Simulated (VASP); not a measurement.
# BN (Fmm2) in VASP: a series of runs, part 2 of 2

VASP 6.6.1. The steps go on from the part before.

### 6 Relaxation of cell and atoms, PBEsol, target pressure 6 GPa, at which the enthalpy is minimised

This run uses another cell than the first one, of 9.48 Å³/atom, 0.981 times its volume.

The input, INCAR:

```
ALGO = Normal
EDIFF = 1E-6
EDIFFG = -0.01
ENCUT = 600
GGA = PS
IBRION = 2
ISIF = 3
ISMEAR = 0
LASPH = True
LCHARG = False
LREAL = False
LWAVE = False
NELM = 60
NSW = 80
PREC = Accurate
PSTRESS = 60.0
SIGMA = 0.01
```

The input, KPOINTS:

```
k-points
0
Gamma
  10 10 10
```

The input, POSCAR:

```
BN
1.0
    0.0000000000      3.4953158300      2.1660912400
    1.2516321000      0.0000000000      2.1660912400
    1.2516321000      3.4953158300      0.0000000000
B N
1 1
Direct
    0.0000486500      0.0000486500      0.9999513500
    0.6666666667      0.6666666667      0.3333333333
```

Potentials or basis: VASP PAW PBE potentials, release 64 (B, N).

Command:

```
$ cat potpaw_PBE.64/B/POTCAR potpaw_PBE.64/N/POTCAR > POTCAR
$ mpirun -np 1 vasp_std > vasp.out
```

Wall time 11 min (1 thread of AMD EPYC 7R13, shared host); peak memory 0.14 GiB.

Results (log left out):

```
Free energy                                            : -18.2491 eV
Relaxed volume                                         : 8.05 Å³/atom
Relaxed cell                                           : a = 3.687 Å, b = 2.490 Å, c = 3.242 Å, α = 78.87°, β = 41.50°, γ = 59.63°
Space group after relaxing (to 0.05 Å)                 : Fmm2 (No. 42)
Energy change on relaxing (the enthalpy is what falls) : +18.8 meV/atom
Ionic steps                                            : 15
Pressure after relaxing                                : 6.1 GPa
Band gap on the k mesh                                 : 2.72 eV, indirect (least direct gap 4.51 eV)
```

Forces on the atoms (eV/Å):
```
B    0.000  0.000 -0.003
N    0.000  0.000  0.003
```

Stress tensor (GPa, compression positive):
```
5.96 0.00 0.00
0.00 6.12 0.00
0.00 0.00 6.10
```

The path:
| step | energy change (eV) | largest force (eV/Å) | pressure (GPa) | volume (Å³) |
| --- | --- | --- | --- | --- |
| 1 | 0.0000 | 0.0130 | 0.68 | 18.95 |
| 2 | 0.0291 | 0.0450 | 11.44 | 18.10 |
| 3 | 0.0097 | 0.0174 | 6.42 | 18.48 |
| 4 | 0.0096 | 0.0201 | 6.44 | 18.07 |
| 5 | 0.0190 | 0.1357 | 6.89 | 16.86 |
| 6 | 0.1664 | 0.3913 | 12.25 | 14.42 |
| 7 | 0.0302 | 0.1853 | 7.36 | 16.36 |
| 8 | 0.0407 | 0.2168 | 7.76 | 16.04 |
| 9 | 0.0574 | 1.1391 | 0.17 | 16.25 |
| 10 | 0.0385 | 0.0368 | 6.44 | 16.08 |
| 11 | 0.0386 | 0.0293 | 6.49 | 16.07 |
| 12 | 0.0360 | 0.1193 | 4.45 | 16.16 |
| 13 | 0.0377 | 0.0066 | 6.01 | 16.10 |
| 14 | 0.0376 | 0.0077 | 6.09 | 16.10 |
| 15 | 0.0376 | 0.0027 | 6.06 | 16.10 |

Final structure:
```cif
data_structure
_symmetry_space_group_name_H-M 'P 1'
_symmetry_Int_Tables_number 1
_cell_length_a 3.6870
_cell_length_b 2.4901
_cell_length_c 3.2421
_cell_angle_alpha 78.865
_cell_angle_beta 41.504
_cell_angle_gamma 59.631
_cell_volume 16.10
loop_
_atom_site_label
_atom_site_type_symbol
_atom_site_fract_x
_atom_site_fract_y
_atom_site_fract_z
_atom_site_occupancy
B1 B 0.00028 0.00028 0.99972 1
N1 N 0.66644 0.66644 0.33356 1
```

Levels at points of the mesh, in eV from the valence-band top:
```tsv
k point	band 1	band 2	band 3	band 4	band 5	band 6	band 7	band 8
(0.00, 0.00, 0.00)	-18.50	-3.95	-1.74	-1.73	5.35	11.14	11.36	12.98
(0.50, 0.00, 0.00)	-15.04	-9.46	-4.58	-1.44	4.07	9.62	13.75	17.24
(0.50, 0.50, 0.00)	-15.18	-9.72	-4.58	-0.26	6.34	9.18	12.30	14.57
(0.50, 0.00, 0.50)	-17.87	-7.39	-1.84	-1.70	10.79	11.00	11.20	12.62
(0.00, 0.50, 0.50)	-14.81	-9.14	-4.74	-2.47	2.72	9.32	15.35	19.82
```

Caveat: the cell is relaxed towards a set pressure, so the enthalpy falls and the energy may rise; the volume moved by over 15 % at a fixed basis, so the end points are rough; the PAW data sets were made with another functional, which shifts forces and pressure a little.

### 7 Relaxation of cell and atoms, PBEsol, target pressure 8 GPa, at which the enthalpy is minimised

This run uses another cell than the first one, of 9.48 Å³/atom, 0.981 times its volume.

The input, INCAR:

```
SYSTEM = BN
  ALGO = Normal
  EDIFF = 1E-6
  EDIFFG = -0.01
  ENCUT = 600
  GGA = PS
  IBRION = 2
  ISIF = 3
  ISMEAR = 0
  LASPH = .TRUE.
  LCHARG = .FALSE.
  LREAL = .FALSE.
  LWAVE = .FALSE.
  NELM = 100
  NSW = 80
  PREC = Accurate
  PSTRESS = 80.0
  SIGMA = 0.01
```

The input, KPOINTS:

```
k-points
0
G
  10 10 10
  0 0 0
```

POSCAR is that of step 6.

Command:

```
$ cat potpaw_PBE.64/B/POTCAR potpaw_PBE.64/N/POTCAR > POTCAR
$ mpirun -np 1 vasp_std > vasp.out
```

Wall time 9.6 min (1 thread of AMD EPYC 7R13, shared host); peak memory 0.14 GiB.

It converged, with:

* Free energy: -18.2339 eV
* Relaxed volume: 7.87 Å³/atom
* Relaxed cell: a = 3.639 Å, b = 2.486 Å, c = 3.189 Å, α = 78.69°, β = 42.06°, γ = 59.25°
* Space group after relaxing (to 0.05 Å): Fmm2 (No. 42)
* Energy change on relaxing (the enthalpy is what falls): +26.4 meV/atom
* Ionic steps: 14
* Pressure after relaxing: 8.0 GPa
* Largest force after relaxing: 0.004 eV/Å
* Band gap on the k mesh: 2.55 eV, indirect (least direct gap 4.51 eV)

Forces in eV/Å, atoms in the order of the input:
```
B    0.000  0.000  0.004
N    0.000  0.000 -0.004
```

Stress tensor (GPa, compression positive):
```
8.02 0.00 0.00
0.00 7.86 0.00
0.00 0.00 8.10
```

Step by step:
| step | energy change (eV) | largest force (eV/Å) | pressure (GPa) | volume (Å³) |
| --- | --- | --- | --- | --- |
| 1 | 0.0000 | 0.0130 | 0.68 | 18.95 |
| 2 | 0.0561 | 0.0466 | 16.29 | 17.79 |
| 3 | 0.0162 | 0.0155 | 8.38 | 18.34 |
| 4 | 0.0159 | 0.0257 | 8.40 | 17.77 |
| 5 | 0.0417 | 0.1558 | 9.46 | 16.06 |
| 6 | 0.0746 | 0.2119 | 10.67 | 15.37 |
| 7 | 0.0574 | 0.1862 | 10.04 | 15.68 |
| 8 | 0.0608 | 0.9476 | 0.65 | 16.03 |
| 9 | 0.0532 | 0.0478 | 8.28 | 15.74 |
| 10 | 0.0533 | 0.0436 | 8.29 | 15.74 |
| 11 | 0.0509 | 0.1792 | 6.28 | 15.81 |
| 12 | 0.0525 | 0.0065 | 7.84 | 15.76 |
| 13 | 0.0533 | 0.0011 | 8.13 | 15.74 |
| 14 | 0.0529 | 0.0040 | 7.99 | 15.75 |

Final structure:
```
B N
1.0
     0.00000    2.93554    2.15073
     1.24710    0.00000    2.15073
     1.24710    2.93554    0.00000
B N
1 1
Direct
  0.00029 0.00029 0.99971
  0.66642 0.66642 0.33358
```

Levels at points of the mesh, in eV from the valence-band top:
```
           k point  band 2  band 3  band 4  band 5  band 6  band 7
(0.00, 0.00, 0.00)   -3.88   -1.81   -1.79    5.46   11.09   11.34
(0.50, 0.00, 0.00)   -9.57   -4.67   -1.52    3.99    9.60   13.85
(0.50, 0.50, 0.00)   -9.86   -4.65   -0.23    6.41    9.18   12.36
(0.50, 0.00, 0.50)   -7.60   -1.92   -1.77   10.92   10.93   11.16
(0.00, 0.50, 0.50)   -9.20   -4.84   -2.65    2.55    9.24   15.51
```

Caveat: the cell is relaxed towards a set pressure, so the enthalpy falls and the energy may rise; the volume moved by over 15 % at a fixed basis, so the end points are rough; the PAW data sets were made with another functional, which shifts forces and pressure a little. A k mesh can miss the band edges.

### 8 Overview

```tsv
task	cell	cutoff (eV)	gap on the mesh (eV)	pressure (GPa)	largest force (eV/Å)
single point	a = 4.166, b = 2.504, c = 3.771 Å, angles 80.4, 36.3, 63.2°, 2 atoms	520	3.87	0.3	-
relaxation of cell and atoms	relaxed from a = 4.112, b = 2.502, c = 3.713 Å, angles 80.3, 36.8, 62.9°, 2 atoms	600	3.79	0.0	0.01
relaxation of cell and atoms	relaxed to 2 GPa from a = 4.112, b = 2.502, c = 3.713 Å, angles 80.3, 36.8, 62.9°, 2 atoms	600	3.28	2.1	0.01
relaxation of cell and atoms	relaxed to 4 GPa from a = 4.112, b = 2.502, c = 3.713 Å, angles 80.3, 36.8, 62.9°, 2 atoms	600	2.95	4.0	-
relaxation of cell and atoms	relaxed to 6 GPa from a = 4.112, b = 2.502, c = 3.713 Å, angles 80.3, 36.8, 62.9°, 2 atoms	600	2.72	6.1	-
relaxation of cell and atoms	relaxed to 8 GPa from a = 4.112, b = 2.502, c = 3.713 Å, angles 80.3, 36.8, 62.9°, 2 atoms	600	2.55	8.0	-
```

Alike in all rows: level PBEsol; potentials or basis VASP PAW PBE potentials, release 64 (B, N); no spin polarisation; k mesh 10 × 10 × 10; smearing gaussian 0.01 eV.

Caveats: the PAW data sets were made with another functional, which shifts forces and pressure a little; the cell is relaxed towards a set pressure, so the enthalpy falls and the energy may rise (some runs); the volume moved by over 15 % at a fixed basis, so the end points are rough (some runs).

Absolute energies hang on the potentials; compare differences alone.
